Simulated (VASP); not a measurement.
Wanted: the native input for a VASP 6.6.1 run.

```
Task                   : single point
Functional             : LDA
Potentials or basis    : VASP PAW LDA potentials, release 64 (Ga_d, P)
Cutoff                 : 520 eV
k mesh                 : 6 × 6 × 6
Occupations            : fermi-dirac, width 0.02 eV
Spin                   : no spin polarisation
Dipole correction      : no
Further INCAR settings : ALGO = Normal; EDIFF = 1e-06; NBANDS = 16
```

The structure of GaP lies in POSCAR:

```
GaP
1.0
    0.0000000000      2.6955029823      2.6955029823
    2.6955029823      0.0000000000      2.6955029823
    2.6955029823      2.6955029823      0.0000000000
Ga P
1 1
Direct
    0.0000000000      0.0000000000      0.0000000000
    0.2500000000      0.2500000000      0.2500000000
```

These files were run (other wordings do the same):

INCAR

```
SYSTEM = GaP
PREC = Accurate
ENCUT = 520
EDIFF = 1E-6
ISMEAR = -1
SIGMA = 0.02
LREAL = .False.
LASPH = .True.
NELM = 100
ALGO = Normal
ISIF = 2
LWAVE = .False.
LCHARG = .True.
LELF = .True.
LVHAR = .True.
NBANDS = 16
```

KPOINTS

```
Automatic mesh
0
Gamma
  6 6 6
  0 0 0
```

Potentials or basis: VASP PAW LDA potentials, release 64 (Ga_d, P).

Command:

```sh
$ cat potpaw_LDA.64/Ga_d/POTCAR potpaw_LDA.64/P/POTCAR > POTCAR
$ mpirun -np 1 vasp_std > vasp.out
```

It gave:

```yaml
Pressure: 0.1 GPa
Band_gap_on_the_k_mesh: 1.42 eV, indirect (least direct gap 1.91 eV)
```

Run time: 6.6 s on 1 thread of AMD EPYC 7R13 Processor (Zen 3) (shared host), peak memory 0.11 GiB.
